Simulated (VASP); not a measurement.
Input of a VASP 6.6.1 run:

File INCAR:

```
SYSTEM = ZrB2
PREC = Accurate ; ENCUT = 520
EDIFF = 1E-8 ; ISMEAR = -1
SIGMA = 0.05 ; LREAL = .FALSE.
LASPH = .TRUE. ; NELM = 80
ALGO = Normal ; ISIF = 2
LWAVE = .FALSE. ; LCHARG = .FALSE.
GGA = PE ; LEFG = .TRUE.
NBANDS = 16
```

Contents of KPOINTS:

```
Automatic mesh
0
G
  12 12 9
  0 0 0
```

File POSCAR:

```
ZrB2
1.0
    3.1544144627      0.0000000000      0.0000000000
   -1.5772072314      2.7318030588      0.0000000000
    0.0000000000      0.0000000000      3.5082273368
Zr B
1 2
Direct
    0.0000000000      0.0000000000      0.0000000000
    0.3333333333      0.6666666667      0.5000000000
    0.6666666667      0.3333333333      0.5000000000
```

Potentials or basis: VASP PAW PBE potentials, release 64 (Zr_sv, B).

Run with:

```bash
$ cat potpaw_PBE.64/Zr_sv/POTCAR potpaw_PBE.64/B/POTCAR > POTCAR
$ mpirun -np 1 vasp_std > vasp.out
```

**Question.** Estimate the band gap on the k mesh.

**Answer.** Zero (band 9 reaches 11.48 eV, above the bottom of band 10 at 10.17 eV).

**Question.** Estimate the pressure.

**Answer.** 5.1 GPa.

Electric field gradients, principal values (V/Å²):
```
atom    least   middle  greatest (by size)
1 Zr  -20.630  -20.630              41.260
 2 B   -0.797   -0.798               1.595
 3 B   -0.797   -0.798               1.595
```

Caveat: without QUAD_EFG the Cq values of the log hold for a quadrupole moment of 1 mb, not for the nuclei.
